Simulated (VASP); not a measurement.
# GaP (rocksalt type) (Fm-3m) in VASP: notebook

The runs below take GaP (rocksalt type) through single point, with r2SCAN.

Program: VASP 6.6.1. These are calculated values, not measurements. Logs are shortened: lines on timing, memory, paths and dates and some standing lists are left out, and cuts for length are marked.

## Step 1: The cell of the first run

The structure is cubic, space group Fm-3m (No. 225). Conventional cell: a = 4.410 Å, b = 4.410 Å, c = 4.410 Å, α = 90.00°, β = 90.00°, γ = 90.00°. Within 2.9 Å of Ga (site symmetry m-3m) lie 6 P at 2.21 Å. P (site symmetry m-3m) has 6 Ga at 2.21 Å within 2.9 Å.

## Step 2: Single point, r2SCAN (volume scaled by 0.64)

Contents of POSCAR:

```
GaP
1.0
    0.0000000000      2.2052342096      2.2052342096
    2.2052342096      0.0000000000      2.2052342096
    2.2052342096      2.2052342096      0.0000000000
Ga P
1 1
Direct
    0.0000000000      0.0000000000      0.0000000000
    0.5000000000      0.5000000000      0.5000000000
```

Contents of INCAR.step1:

```
SYSTEM = GaP
PREC     = Accurate       ! precision mode
ENCUT    = 520            ! plane-wave cutoff, eV
ISMEAR   = -1             ! smearing method
SIGMA    = 0.05           ! smearing width, eV
LREAL    = .False.        ! projectors in reciprocal space
LASPH    = .True.         ! aspherical terms in the spheres
NELM     = 60             ! most SCF steps
NBANDS   = 16             ! bands
GGA      = PE             ! functional
ALGO     = Normal         ! electronic algorithm
EDIFF    = 1E-4           ! SCF threshold, eV
LWAVE    = .True.         ! write WAVECAR
LCHARG   = .False.        ! write CHGCAR
```

Contents of INCAR.step2:

```
SYSTEM = GaP
PREC     = Accurate       ! precision mode
ENCUT    = 520            ! plane-wave cutoff, eV
EDIFF    = 1E-7           ! SCF threshold, eV
ISMEAR   = -1             ! smearing method
SIGMA    = 0.05           ! smearing width, eV
LREAL    = .False.        ! projectors in reciprocal space
LASPH    = .True.         ! aspherical terms in the spheres
NELM     = 60             ! most SCF steps
ALGO     = Normal         ! electronic algorithm
ISIF     = 2              ! what is computed and relaxed
LWAVE    = .False.        ! write WAVECAR
LCHARG   = .False.        ! write CHGCAR
METAGGA  = R2SCAN         ! meta-GGA
LMIXTAU  = .True.       
NBANDS   = 16             ! bands
ISTART   = 1
```

Contents of KPOINTS:

```
Automatic mesh
0
Gamma
  14 14 14
  0 0 0
```

Potentials or basis: VASP PAW PBE potentials, release 64 (Ga_d, P).

Run with:

```bash
cat potpaw_PBE.64/Ga_d/POTCAR potpaw_PBE.64/P/POTCAR > POTCAR
cp INCAR.step1 INCAR
mpirun -np 1 vasp_std > vasp.out
cp INCAR.step2 INCAR
mpirun -np 1 vasp_std > vasp.out
```

OUTCAR:

```text
SYSTEM = GaP
   PREC = Accurate
   ENCUT = 520
   EDIFF = 1E-7
   ISMEAR = -1
   LREAL = .False.
   LASPH = .True.
   NELM = 60
   ISIF = 2
   METAGGA = R2SCAN
   ISTART = 1

 ion  position               nearest neighbor table
   1  0.000  0.000  0.000-   2 2.21   2 2.21   2 2.21   2 2.21   2 2.21   2 2.21
   2  0.500  0.500  0.500-   1 2.21   1 2.21   1 2.21   1 2.21   1 2.21   1 2.21

  LATTYP: Found a face centered cubic cell.
 ALAT       =     4.4104684192

  Lattice vectors:

 A1 = (   0.0000000000,   2.2052342096,   2.2052342096)
 A2 = (   2.2052342096,   0.0000000000,   2.2052342096)
 A3 = (   2.2052342096,   2.2052342096,   0.0000000000)

Analysis of symmetry for initial positions (statically):
=====================================================================
 Subroutine PRICEL returns:
 Original cell was already a primitive cell.

 Routine SETGRP: Setting up the symmetry group for a
 face centered cubic supercell.

 Subroutine GETGRP returns: Found 48 space group operations
 (whereof 48 operations were pure point group operations)
 out of a pool of 48 trial point group operations.

The static configuration has the point symmetry O_h .

Analysis of symmetry for dynamics (positions and initial velocities):
=====================================================================
 Subroutine PRICEL returns:
 Original cell was already a primitive cell.

 Routine SETGRP: Setting up the symmetry group for a
 face centered cubic supercell.

 Subroutine GETGRP returns: Found 48 space group operations
 (whereof 48 operations were pure point group operations)
 out of a pool of 48 trial point group operations.

The dynamic configuration has the point symmetry O_h .

 Subroutine INISYM returns: Found 48 space group operations
 (whereof 48 operations are pure point group operations),
 and found     1 'primitive' translations

----------------------------------------------------------------------------------------

                                     Primitive cell

  volume of cell :      21.4484

  direct lattice vectors                    reciprocal lattice vectors
     0.000000000  2.205234210  2.205234210    -0.226733287  0.226733287  0.226733287
     2.205234210  0.000000000  2.205234210     0.226733287 -0.226733287  0.226733287
     2.205234210  2.205234210  0.000000000     0.226733287  0.226733287 -0.226733287

  length of vectors
     3.118672127  3.118672127  3.118672127     0.392713572  0.392713572  0.392713572

  position of ions in fractional coordinates (direct lattice)
     0.000000000  0.000000000  0.000000000
     0.500000000  0.500000000  0.500000000

  ion indices of the primitive-cell ions
   primitive index   ion index
                 1           1
                 2           2

----------------------------------------------------------------------------------------

 KPOINTS: Automatic mesh

Automatic generation of k-mesh.
 Grid dimensions read from file:
 generate k-points for:   14   14   14

 Generating k-lattice:

  Cartesian coordinates                     Fractional coordinates (reciprocal lattice)
    -0.016195235  0.016195235  0.016195235     0.071428571  0.000000000  0.000000000
     0.016195235 -0.016195235  0.016195235     0.000000000  0.071428571  0.000000000
     0.016195235  0.016195235 -0.016195235     0.000000000  0.000000000  0.071428571

  Length of vectors
     0.028050969  0.028050969  0.028050969

  Shift w.r.t. Gamma in fractional coordinates (k-lattice)
     0.000000000  0.000000000  0.000000000

 Subroutine IBZKPT returns following result:
 ===========================================

 Found    104 irreducible k-points:

 Following reciprocal coordinates:
            Coordinates               Weight
  0.000000  0.000000  0.000000      1.000000
  0.071429  0.000000  0.000000      8.000000
  0.142857  0.000000  0.000000      8.000000
  0.214286  0.000000  0.000000      8.000000
  0.285714  0.000000  0.000000      8.000000
  0.357143  0.000000  0.000000      8.000000
[... 16 lines left out ...]
  0.214286  0.142857  0.000000     24.000000
  0.285714  0.142857  0.000000     24.000000
 [... further k-points ...]
   k-points           NKPTS =    104   k-points in BZ     NKDIM =    104   number of bands    NBANDS=     16
   number of dos      NEDOS =    301   number of ions     NIONS =      2
   total plane-waves  NPLWV =  13824
   dimension x,y,z NGX =    24 NGY =   24 NGZ =   24
   dimension x,y,z NGXF=    48 NGYF=   48 NGZF=   48
   ions per type =               1   1
   NGX,Y,Z   is equivalent  to a cutoff of  12.79, 12.79, 12.79 a.u.
   NGXF,Y,Z  is equivalent  to a cutoff of  25.59, 25.59, 25.59 a.u.
 SYSTEM =  GaP
   PREC   = accura    normal or accurate (medium, high low for compatibility)
   ISTART =      1    job   : 0-new  1-cont  2-samecut
   ICHARG =      0    charge: 1-file 2-atom 10-const
   ISPIN  =      1    spin polarized calculation?
   LNONCOLLINEAR =      F non collinear calculations
   LSORBIT =      F    spin-orbit coupling
   LASPH  =      T    aspherical Exc in radial PAW
   ENCUT  =  520.0 eV  38.22 Ry    6.18 a.u.   5.80  5.80  5.80*2*pi/ulx,y,z
   NELM   =     60;   NELMIN=  2; NELMDL=  0     # of ELM steps
   EDIFF  = 0.1E-06   stopping-criterion for ELM
   LREAL  =      F    real-space projection
   EDIFFG = 0.1E-05   stopping-criterion for IOM
   NSW    =      0    number of steps for IOM
   IBRION =     -1    ionic relax: 0-MD 1-quasi-New 2-CG
   NFREE  =      0    steps in history (QN), initial steepest desc. (CG)
   ISIF   =      2    stress and relaxation
   ISYM   =      2    0-nonsym 1-usesym 2-fastsym
   POTIM  = 0.5000    time-step for ionic-motion
   TEBEG  =    0.0;   TEEND  =   0.0 temperature during run
   PSTRESS=    0.0 pullay stress
   NELECT =      18.0000    total number of electrons
   NUPDOWN=      -1.0000    fix difference up-down
   EMIN   =  10.00;   EMAX   =-10.00  energy-range for DOS
   EFERMI =   0.00;   METHOD = LEGACY
   ISMEAR =    -1;   SIGMA  =   0.05  broadening in eV -4-tet -1-fermi 0-gaus
   EFERMI_NEDOS =   21; number of points for ismear=-14 and -15
   IALGO  =     38    algorithm
   IMIX   =      4    mixing-type and parameters
     AMIX     =   0.40;   BMIX     =  1.00
     AMIX_MAG =   1.60;   BMIX_MAG =  1.00
  volume/ion in A,a.u.               =      10.72        72.37
  Fermi-wavevector in a.u.,A,eV,Ry     =   1.544191  2.918097 32.443433  2.384525
  Thomas-Fermi vector in A             =   2.649747
   LORBIT       =      0    0 simple, 1 ext, 2 COOP (PROOUT), +10 PAW based schemes
   METAGGA = R2SCAN    functional components
   LHFCALC =     F    Hartree Fock is set to
   AEXX    =    0.0000 exact exchange contribution
   IVDW    =     0    specifies the selected vdW correction
   LEPSILON=     F    determine dielectric tensor
   LRPA    =     F    only Hartree local field effects (RPA)
 non-spin polarized calculation
  energy-cutoff  :      520.00
  volume of cell :       21.45
 maximum number of plane-waves:       592
   NGX = 11   NGY = 11   NGZ = 11

 number of electron      18.0000005 magnetization

 Free energy of the ion-electron system (eV)
  ---------------------------------------------------
  ext. energy  EPLUGINS =         0.00000000
  ---------------------------------------------------
  free energy    TOTEN  =       -17.51553049 eV

  energy without entropy =      -17.50942873  energy(sigma->0) =      -17.51247961

 E-fermi :  13.2547     XC(G=0): -14.4647

 val. band max:       13.2509539765   @ k =   0.3571   0.1429   0.0714
 cond. band min:      13.3003679014   @ k =   0.4286   0.0000   0.0000
 fundamental gap:      0.0494139249
 Fermi energy:        13.2547015134

 k-point     1 :       0.0000    0.0000    0.0000
  band No.  band energies     occupation
      1      -5.9245      2.00000
      2      -3.3579      2.00000
      3      -3.3579      2.00000
      4      -3.2807      2.00000
      5      -3.2806      2.00000
      6      -3.2806      2.00000
[... 8 lines left out ...]
     15      24.6521      0.00000
     16      25.0147      0.00000

 k-point     2 :       0.0714    0.0000    0.0000
  band No.  band energies     occupation
      1      -5.8057      2.00000
      2      -3.3642      2.00000
      3      -3.3642      2.00000
      4      -3.2839      2.00000
      5      -3.2727      2.00000
      6      -3.2727      2.00000
[... 8 lines left out ...]
     15      23.1177      0.00000
     16      25.3410      0.00000

 k-point     3 :       0.1429    0.0000    0.0000
  band No.  band energies     occupation
      1      -5.4522      2.00000
      2      -3.3860      2.00000
      3      -3.3860      2.00000
      4      -3.2907      2.00000
      5      -3.2460      2.00000
      6      -3.2460      2.00000
[... 8 lines left out ...]
     15      23.5677      0.00000
     16      24.9534      0.00000

 k-point     4 :       0.2143    0.0000    0.0000
  band No.  band energies     occupation
      1      -4.8778      2.00000
      2      -3.4212      2.00000
      3      -3.4212      2.00000
      4      -3.2889      2.00000
      5      -3.2033      2.00000
      6      -3.2033      2.00000
[... 8 lines left out ...]
     15      23.8803      0.00000
     16      25.6073      0.00000

 k-point     5 :       0.2857    0.0000    0.0000
  band No.  band energies     occupation
      1      -4.1442      2.00000
      2      -3.4617      2.00000
      3      -3.4616      2.00000
      4      -3.2230      2.00000
      5      -3.1539      2.00000
      6      -3.1538      2.00000
[... 8 lines left out ...]
     15      23.9169      0.00000
     16      27.3200      0.00000

 k-point     6 :       0.3571    0.0000    0.0000
  band No.  band energies     occupation
      1      -3.6263      2.00000
      2      -3.4984      2.00000
      3      -3.4984      2.00000
      4      -3.1084      2.00000
      5      -3.1083      2.00000
      6      -2.7391      2.00000
[... 8 lines left out ...]
     15      25.5350      0.00000
     16      29.2293      0.00000
[... 267 lines left out ...]
 k-point    21 :      -0.0714    0.0714    0.0000
  band No.  band energies     occupation
      1      -5.6095      2.00000
      2      -3.3846      2.00000
      3      -3.3656      2.00000
      4      -3.2909      2.00000
      5      -3.2634      2.00000
      6      -3.2509      2.00000
[... 8 lines left out ...]
     15      23.6600      0.00000
     16      25.9120      0.00000

 k-point    22 :       0.1429    0.1429    0.0000
  band No.  band energies     occupation
      1      -5.3129      2.00000
      2      -3.4139      2.00000
      3      -3.3355      2.00000
      4      -3.3137      2.00000
      5      -3.2343      2.00000
      6      -3.2343      2.00000
[... 8 lines left out ...]
     15      25.1416      0.00000
     16      27.0104      0.00000

 k-point    23 :       0.2143    0.1429    0.0000
  band No.  band energies     occupation
      1      -4.9242      2.00000
      2      -3.4160      2.00000
      3      -3.3402      2.00000
      4      -3.3273      2.00000
      5      -3.1990      2.00000
      6      -3.1988      2.00000
[... 8 lines left out ...]
     15      25.4378      0.00000
     16      27.1700      0.00000

 k-point    24 :       0.2857    0.1429    0.0000
  band No.  band energies     occupation
      1      -4.3986      2.00000
      2      -3.4010      2.00000
      3      -3.3679      2.00000
      4      -3.3203      2.00000
      5      -3.1492      2.00000
      6      -3.0959      2.00000
[... 8 lines left out ...]
     15      25.9847      0.00000
     16      28.0143      0.00000

 [... further k-points ...]
[... 5 lines left out ...]
  --------------------------------------------------------------------------------------
  -------------------------------------------------------------------------------------
  Total       15.5968715     15.5968715     15.5968715     -0.0000000     -0.0000000      0.0000000
  in kB     1165.0750949   1165.0750949   1165.0750949     -0.0000000     -0.0000000      0.0000000
  external PRESSURE =    1165.0750949 kB  Pullay stress =       0.0000000 kB

 VOLUME and BASIS-vectors are now :
 -----------------------------------------------------------------------------
  energy-cutoff  :      520.00
  volume of cell :       21.45
      direct lattice vectors                 reciprocal lattice vectors
     0.000000000  2.205234210  2.205234210    -0.226733287  0.226733287  0.226733287
     2.205234210  0.000000000  2.205234210     0.226733287 -0.226733287  0.226733287
     2.205234210  2.205234210  0.000000000     0.226733287  0.226733287 -0.226733287

 POSITION                                       TOTAL-FORCE (eV/Angst)
 -----------------------------------------------------------------------------------
      0.00000      0.00000      0.00000         0.000000      0.000000      0.000000
      2.20523      2.20523      2.20523        -0.000000     -0.000000     -0.000000
 -----------------------------------------------------------------------------------
    total drift:                                0.000000     -0.000000     -0.000000

  FREE ENERGIE OF THE ION-ELECTRON SYSTEM (eV)
  ---------------------------------------------------
  free  energy   TOTEN  =       -17.5155304925 eV

  energy  without entropy=      -17.5094287311  energy(sigma->0) =      -17.51247961
```

Wall time 2.1 min (1 thread of AMD EPYC 9R45 (Zen 5), shared host); peak memory 0.13 GiB.

Results:

```
Free energy            : -17.5155 eV
Pressure               : 116.5 GPa
Band gap on the k mesh : zero (band 9 reaches 14.02 eV, above the bottom of band 10 at 10.76 eV)
```

Caveat: the PAW data sets were made with another functional, which shifts forces and pressure a little.

## Step 3: Single point, r2SCAN (volume scaled by 0.64)

POSCAR is that of step 2.

Contents of INCAR.step1:

```
  PREC = Accurate
  ENCUT = 520
  ISMEAR = -1
  SIGMA = 0.05
  LREAL = F
  LASPH = T
  NELM = 60
  NBANDS = 16
  GGA = PE
  ALGO = Normal
  EDIFF = 1E-4
  LWAVE = T
  LCHARG = F
```

Contents of INCAR.step2:

```
  PREC = Accurate
  ENCUT = 520
  EDIFF = 1E-6
  ISMEAR = -1
  SIGMA = 0.05
  LREAL = F
  LASPH = T
  NELM = 60
  ALGO = Normal
  ISIF = 2
  LWAVE = F
  LCHARG = T
  METAGGA = R2SCAN
  LMIXTAU = T
  LELF = T
  LVHAR = T
  NBANDS = 16
  ISTART = 1
```

Contents of KPOINTS:

```
regular mesh
0
Gamma
  14 14 14
```

Potentials or basis: VASP PAW PBE potentials, release 64 (Ga_d, P).

Run with:

```bash
cat potpaw_PBE.64/Ga_d/POTCAR potpaw_PBE.64/P/POTCAR > POTCAR
cp INCAR.step1 INCAR
mpirun -np 1 vasp_std > vasp.out
cp INCAR.step2 INCAR
mpirun -np 1 vasp_std > vasp.out
```

Run time: 1.7 min. Hardware: 1 thread of AMD EPYC 9R45 (Zen 5), shared host; peak memory 0.13 GiB.

It converged, with:

```yaml
Free_energy: -17.5155 eV
Pressure: 116.4 GPa
Band_gap_on_the_k_mesh: zero (band 9 reaches 14.02 eV, above the bottom of band 10 at 10.76 eV)
```

Levels at points of the mesh, in eV from the Fermi level:
```csv
k point,band 6,band 7,band 8,band 9,band 10,band 11,band 12,band 13
"(0.00, 0.00, 0.00)",-16.53,-0.22,-0.22,-0.22,6.80,6.80,6.80,8.67
"(0.50, 0.00, 0.00)",-14.28,-11.80,0.16,0.16,2.39,2.39,4.18,9.25
"(0.50, 0.50, 0.00)",-11.13,-10.40,-5.08,-5.08,-2.49,1.71,15.57,17.20
```

Caveat: the PAW data sets were made with another functional, which shifts forces and pressure a little.

(Part 1 of 2 ends here.)
